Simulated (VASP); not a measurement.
Set up this calculation in VASP 6.6.1, as the native input.

* Task: single point
* Functional: RPBE
* Dispersion: D3(BJ)
* Potentials or basis: VASP PAW PBE potentials, release 64 (Mo_sv, S)
* Cutoff: 520 eV
* k mesh: 10 × 10 × 3
* Occupations: fermi-dirac, width 0.05 eV
* Spin: no spin polarisation
* Dipole correction: no
* Further INCAR settings: ALGO = Normal; EDIFF = 1e-06; NBANDS = 35

The structure of MoS2 lies in POSCAR:

```
MoS2
1.0
    3.2311530343      0.0000000000      0.0000000000
   -1.6155765171      2.7982606112      0.0000000000
    0.0000000000      0.0000000000     12.5657084235
Mo S
2 4
Direct
    0.6666666667      0.3333333333      0.7500000000
    0.3333333333      0.6666666667      0.2500000000
    0.6666666667      0.3333333333      0.3770000000
    0.3333333333      0.6666666667      0.8770000000
    0.6666666667      0.3333333333      0.1230000000
    0.3333333333      0.6666666667      0.6230000000
```

One way to write it, as run:

INCAR

```
SYSTEM = MoS2
PREC = Accurate ; ENCUT = 520
EDIFF = 1E-6 ; ISMEAR = -1
SIGMA = 0.05 ; LREAL = .FALSE.
LASPH = .TRUE. ; NELM = 80
ALGO = Normal ; ISIF = 2
LWAVE = .FALSE. ; LCHARG = .TRUE.
GGA = RP ; IVDW = 12
LELF = .TRUE. ; LVHAR = .TRUE.
NBANDS = 35
```

KPOINTS

```
Automatic mesh
0
G
  10 10 3
  0 0 0
```

Potentials or basis: VASP PAW PBE potentials, release 64 (Mo_sv, S).

Launch:

```bash
$ cat potpaw_PBE.64/Mo_sv/POTCAR potpaw_PBE.64/S/POTCAR > POTCAR
$ mpirun -np 1 vasp_std > vasp.out
```

It gave:

```yaml
Pressure: -21.0 GPa
Largest_force: 1.435 eV/Å
Band_gap_on_the_k_mesh: 1.03 eV, indirect (least direct gap 1.73 eV)
Dispersion_energy_per_atom: -1.815 eV
```

Caveat: the PAW data sets were made with another functional, which shifts forces and pressure a little.

It took 54 s on 1 thread of Intel(R) Xeon(R) 6975P-C (Granite Rapids), with other jobs on the host, peak memory 0.28 GiB.
